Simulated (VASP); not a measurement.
# MgI2 in VASP: notebook, part 2 of 2

VASP 6.6.1.

## (3) Single point, HSE06 (strain -1.6%)

Contents of POSCAR:

```
MgI2
1.0
    0.0000000000      3.6967557752      3.6967557752
    3.6967557752      0.0000000000      3.6967557752
    3.6967557752      3.6967557752      0.0000000000
Mg I
1 2
Direct
    0.0000000000      0.0000000000      0.0000000000
    0.2500000000      0.2500000000      0.2500000000
    0.7500000000      0.7500000000      0.7500000000
```

Contents of INCAR.step1:

```
SYSTEM = MgI2
PREC = Accurate ; ENCUT = 520
EDIFF = 1E-5 ; ISMEAR = 0
SIGMA = 0.01 ; LREAL = .False.
LASPH = .True. ; NELM = 60
ALGO = Normal ; ISIF = 2
LWAVE = .True. ; LCHARG = .False.
GGA = PE ; NBANDS = 15
```

Contents of INCAR.step2:

```
SYSTEM = MgI2
PREC = Accurate ; ENCUT = 520
EDIFF = 1E-6 ; ISMEAR = 0
SIGMA = 0.01 ; LREAL = .False.
LASPH = .True. ; NELM = 60
ALGO = Normal ; ISIF = 2
LWAVE = .False. ; LCHARG = .False.
GGA = PE ; LHFCALC = .True.
HFSCREEN = 0.2079 ; PRECFOCK = Normal
ISTART = 1 ; NBANDS = 15
```

Contents of KPOINTS:

```
regular mesh
0
Gamma
  4 4 4
  0 0 0
```

Potentials or basis: VASP PAW PBE potentials, release 64 (Mg, I).

Command:

```sh
cat potpaw_PBE.64/Mg/POTCAR potpaw_PBE.64/I/POTCAR > POTCAR
cp INCAR.step1 INCAR
mpirun -np 1 vasp_std > vasp.out
cp INCAR.step2 INCAR
mpirun -np 1 vasp_std > vasp.out
```

Wall time 20 min (1 thread of Oxide Virtual Turin-like, shared host); peak memory 0.32 GiB.

The run converged. Its results:

```
Free energy            : -7.7672 eV
Pressure               : 1.0 GPa
Band gap on the k mesh : 1.47 eV (least direct gap 1.68 eV)
```

Levels at points of the mesh, in eV from the valence-band top:
```tsv
k point	band 5	band 6	band 7	band 8	band 9	band 10	band 11	band 12
(0.00, 0.00, 0.00)	-3.47	-1.32	-1.32	-1.32	1.47	3.76	3.76	3.76
(0.50, 0.00, 0.00)	-2.94	-2.90	-2.66	-2.66	3.64	6.02	6.02	6.82
(0.50, 0.50, 0.00)	-4.39	-0.60	-0.60	0.00	1.68	5.03	7.53	7.53
```

Caveat: the cell differs from its parent crystal (strain -1.6%); the structure was generated, so it needn't be the stable form of MgI2; the PAW data sets were made with another functional, which shifts forces and pressure a little; spin-orbit coupling is left out, which moves the levels of the heavy elements.

## (4) Single point, HSE06 (strain along [111] -2.6%)

Contents of POSCAR:

```
MgI2
1.0
   -0.0661006824      3.6896199061      3.6896199061
    3.6896199061     -0.0661006824      3.6896199061
    3.6896199061      3.6896199061     -0.0661006824
Mg I
1 2
Direct
    0.0000000000      0.0000000000      0.0000000000
    0.2493739612      0.2493739612      0.2493739612
    0.7506260388      0.7506260388      0.7506260388
```

Contents of INCAR.step1:

```
SYSTEM = MgI2
  PREC = Accurate
  ENCUT = 520
  EDIFF = 1E-5
  ISMEAR = 0
  SIGMA = 0.01
  LREAL = .False.
  LASPH = .True.
  NELM = 60
  ALGO = Normal
  ISIF = 2
  LWAVE = .True.
  LCHARG = .False.
  NBANDS = 15
  GGA = PE
```

Contents of INCAR.step2:

```
SYSTEM = MgI2
  PREC = Accurate
  ENCUT = 520
  EDIFF = 1E-6
  ISMEAR = 0
  SIGMA = 0.01
  LREAL = .False.
  LASPH = .True.
  NELM = 60
  ALGO = Normal
  ISIF = 2
  LWAVE = .False.
  LCHARG = .False.
  GGA = PE
  LHFCALC = .True.
  HFSCREEN = 0.2079
  PRECFOCK = Normal
  NBANDS = 15
  ISTART = 1
```

KPOINTS is that of step 3.

Potentials or basis: VASP PAW PBE potentials, release 64 (Mg, I).

Command:

```sh
cat potpaw_PBE.64/Mg/POTCAR potpaw_PBE.64/I/POTCAR > POTCAR
cp INCAR.step1 INCAR
mpirun -np 1 vasp_std > vasp.out
cp INCAR.step2 INCAR
mpirun -np 1 vasp_std > vasp.out
```

OUTCAR:

```text
SYSTEM = MgI2
   PREC = Accurate
   ENCUT = 520
   EDIFF = 1E-6
   ISMEAR = 0
   LREAL = .False.
   LASPH = .True.
   NELM = 60
   ISIF = 2
   GGA = PE
   LHFCALC = .True.
   HFSCREEN = 0.2079
   PRECFOCK = Normal
   ISTART = 1

 ion  position               nearest neighbor table
   1  0.000  0.000  0.000-   2 3.16   3 3.16   3 3.25   3 3.25   3 3.25   2 3.25   2 3.25   2 3.25

   2  0.249  0.249  0.249-   1 3.16   1 3.25   1 3.25   1 3.25
   3  0.751  0.751  0.751-   1 3.16   1 3.25   1 3.25   1 3.25

  LATTYP: Found a trigonal (rhomboedric) cell.
[... 424 lines left out ...]

  FORCE on cell =-STRESS in cart. coord.  units (eV):
  Direction    XX          YY          ZZ          XY          YZ          ZX
  --------------------------------------------------------------------------------------
  -------------------------------------------------------------------------------------
  Total        0.1730857      0.1730857      0.1730857     -0.2125103     -0.2125103     -0.2125103
  in kB        2.6883224      2.6883224      2.6883224     -3.3006549     -3.3006549     -3.3006549
  external PRESSURE =       2.6883224 kB  Pullay stress =       0.0000000 kB

 VOLUME and BASIS-vectors are now :
 -----------------------------------------------------------------------------
  energy-cutoff  :      520.00
  volume of cell :      103.16
      direct lattice vectors                 reciprocal lattice vectors
    -0.066100682  3.689619906  3.689619906    -0.131926931  0.134333558  0.134333558
     3.689619906 -0.066100682  3.689619906     0.134333558 -0.131926931  0.134333558
     3.689619906  3.689619906 -0.066100682     0.134333558  0.134333558 -0.131926931

 POSITION                                       TOTAL-FORCE (eV/Angst)
 -----------------------------------------------------------------------------------
      0.00000      0.00000      0.00000        -0.000000      0.000000      0.000000
      1.82371      1.82371      1.82371        -0.008296     -0.008296     -0.008296
      5.48943      5.48943      5.48943         0.008296      0.008296      0.008296
 -----------------------------------------------------------------------------------
    total drift:                                0.000057      0.000045      0.000056

  FREE ENERGIE OF THE ION-ELECTRON SYSTEM (eV)
  ---------------------------------------------------
  free  energy   TOTEN  =        -7.7812589411 eV

  energy  without entropy=       -7.7812589411  energy(sigma->0) =       -7.78125894
```

OSZICAR.step1:

```text
N       E                     dE             d eps       ncg     rms          rms(c)
DAV:   1     0.772323160845E+02    0.77232E+02   -0.58566E+03   390   0.845E+02
DAV:   2    -0.619334313382E+00   -0.77852E+02   -0.69122E+02   533   0.129E+02
DAV:   3    -0.671788439175E+01   -0.60986E+01   -0.60707E+01   523   0.418E+01
DAV:   4    -0.683238330711E+01   -0.11450E+00   -0.11449E+00   525   0.678E+00
DAV:   5    -0.683331405054E+01   -0.93074E-03   -0.93074E-03   502   0.557E-01    0.473E+00
DAV:   6    -0.648087729118E+01    0.35244E+00   -0.24010E-01   404   0.239E+00    0.300E+00
DAV:   7    -0.639507300114E+01    0.85804E-01   -0.19379E-01   411   0.214E+00    0.106E+00
DAV:   8    -0.639319200442E+01    0.18810E-02   -0.20092E-02   432   0.729E-01    0.112E-01
DAV:   9    -0.639276183958E+01    0.43016E-03   -0.15072E-03   432   0.231E-01    0.396E-02
DAV:  10    -0.639276552530E+01   -0.36857E-05   -0.94435E-05   474   0.564E-02
   1 F= -.63927655E+01 E0= -.63927655E+01  d E =-.390399E-52
```

Wall time 36 min (1 thread of Oxide Virtual Turin-like, shared host); peak memory 0.33 GiB.

What came out:

```
Free energy            : -7.7813 eV
Pressure               : 0.3 GPa
Largest force          : 0.014 eV/Å
Band gap on the k mesh : 1.44 eV (least direct gap 1.75 eV)
```

Forces on the atoms (eV/Å):
```
Mg   0.000  0.000  0.000
I   -0.008 -0.008 -0.008
I    0.008  0.008  0.008
```

Caveat: the cell differs from its parent crystal (strain along [111] -2.6%); the structure was generated, so it needn't be the stable form of MgI2; the PAW data sets were made with another functional, which shifts forces and pressure a little; spin-orbit coupling is left out, which moves the levels of the heavy elements.

## (5) Overview

| level | cell | k mesh | grid for exact exchange (PRECFOCK) | share of exact exchange | screening parameter | gap on the mesh (eV) | pressure (GPa) |
| --- | --- | --- | --- | --- | --- | --- | --- |
| r2SCAN | a = 5.218 Å, angles 61.2°, 3 atoms, strain along [111] -2.6% | 6 × 6 × 6 | - | - | - | 1.37 | 0.8 |
| HSE06 | a = 5.228 Å, angles 60.0°, 3 atoms, strain -1.6% | 4 × 4 × 4 | Normal | 0.25 | 0.2079 1/Å | 1.47 | 1.0 |
| HSE06 | a = 5.218 Å, angles 61.2°, 3 atoms, strain along [111] -2.6% | 4 × 4 × 4 | Normal | 0.25 | 0.2079 1/Å | 1.44 | 0.3 |

Alike in all rows: task single point; potentials or basis VASP PAW PBE potentials, release 64 (Mg, I); no spin polarisation; cutoff (eV) 520; smearing gaussian 0.01 eV.

Caveats: the structure was generated, so it needn't be the stable form of MgI2; the PAW data sets were made with another functional, which shifts forces and pressure a little; spin-orbit coupling is left out, which moves the levels of the heavy elements.

Absolute energies hang on the potentials; compare differences alone.
